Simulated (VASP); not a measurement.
Ge: single point with PBEsol

The system is Ge.

```
Ge
1.0
    -2.56301    2.56301    1.39666
     2.56301   -2.56301    1.39666
     2.56301    2.56301   -1.39666
Ge
2
Direct
  0.15603 0.65603 0.50000
  0.59397 0.59397 0.00000
```

This cell differs from its parent crystal: atoms displaced along a vibrational mode.

| Property | Result |
| --- | --- |
| Program | VASP 6.6.1 |
| Task | single point |
| Functional | PBEsol |
| Potentials or basis | VASP PAW PBE potentials, release 64 (Ge_d) |
| Cutoff | 520 eV |
| k mesh | 24 × 24 × 24 |
| Occupations | gaussian, width 0.15 eV |
| Spin | no spin polarisation |
| Dipole correction | no |
| Further INCAR settings | ALGO = Fast; EDIFF = 1e-06; NBANDS = 21 |

| Item | Value |
| --- | --- |
| Pressure | 0.9 GPa |
| Largest force | 0.104 eV/Å |
| Band gap on the k mesh | zero (bands 14 and 15 overlap by 5.63 eV) |

Forces in eV/Å, atoms in the order of the input:
```
Ge   0.000  0.000  0.104
Ge   0.000  0.000 -0.104
```

Stress tensor (GPa, compression positive):
```
-2.89  0.00  0.00
 0.00  6.03  0.00
 0.00  0.00 -0.41
```

Levels at points of the mesh, in eV from the Fermi level:
| k point | band 11 | band 12 | band 13 | band 14 | band 15 | band 16 | band 17 | band 18 |
| --- | --- | --- | --- | --- | --- | --- | --- | --- |
| (0.00, 0.00, 0.00) | -13.43 | -4.02 | -2.61 | -2.18 | 3.20 | 7.14 | 8.19 | 8.25 |
| (0.50, 0.00, 0.00) | -7.71 | -7.28 | -2.22 | -2.10 | -0.20 | 0.82 | 4.12 | 4.62 |
| (0.50, 0.00, 0.50) | -8.33 | -5.82 | -3.17 | -2.06 | -2.04 | 3.27 | 3.42 | 6.59 |
| (0.50, 0.50, 0.00) | -10.66 | -10.66 | 0.62 | 0.62 | 1.93 | 1.93 | 7.39 | 7.39 |
| (0.50, 0.50, 0.50) | -9.03 | -8.81 | -6.12 | -5.94 | 4.79 | 8.33 | 10.70 | 11.60 |

Wall time 42 min on 1 thread of Oxide Virtual Turin-like Processor, with other jobs on the host, peak memory 1.1 GiB.

Caveat: the cell differs from its parent crystal (atoms displaced along a vibrational mode); the PAW data sets were made with another functional, which shifts forces and pressure a little.
